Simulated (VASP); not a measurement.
Write the native input for VASP 6.6.1 that does the following.

```yaml
Task: single point
Functional: PBEsol
Potentials_or_basis: VASP PAW PBE potentials, release 64 (Tl_d, Br)
Cutoff: 500 eV
k_mesh: 6 × 6 × 6
Occupations: tetrahedron
Spin: no spin polarisation
Dipole_correction: no
Further_INCAR_settings: ALGO = Normal; EDIFF = 1e-06; NBANDS = 17
```

The structure of TlBr lies in POSCAR:

```
TlBr
1.0
    3.9145325493      0.0000000000      0.0000000000
    0.0000000000      3.9145325493      0.0000000000
    0.0000000000      0.0000000000      3.9145325493
Tl Br
1 1
Direct
    0.0000000000      0.0000000000      0.0000000000
    0.5000000000      0.5000000000      0.5000000000
```

One way to write it, as run:

INCAR

```
ALGO = Normal
EDIFF = 1E-6
ENCUT = 500
GGA = PS
GGA_COMPAT = F
ISIF = 2
ISMEAR = -4
LASPH = T
LCHARG = F
LREAL = F
LWAVE = F
NBANDS = 17
NELM = 120
PREC = Accurate
SIGMA = 0.1
```

KPOINTS

```
k-points
0
Gamma
  6 6 6
```

Potentials or basis: VASP PAW PBE potentials, release 64 (Tl_d, Br).

Launch:

```sh
$ cat potpaw_PBE.64/Tl_d/POTCAR potpaw_PBE.64/Br/POTCAR > POTCAR
$ mpirun -np 1 vasp_std > vasp.out
```

It gave:

| Property | Result |
| --- | --- |
| Pressure | 0.0 GPa |
| Band gap on the k mesh | 1.59 eV, direct |

Caveat: the PAW data sets were made with another functional, which shifts forces and pressure a little; spin-orbit coupling is left out, which moves the levels of the heavy elements.

Wall time 11 s on 1 thread of Intel(R) Xeon(R) 6975P-C (Granite Rapids), with other jobs on the host, peak memory 0.17 GiB.
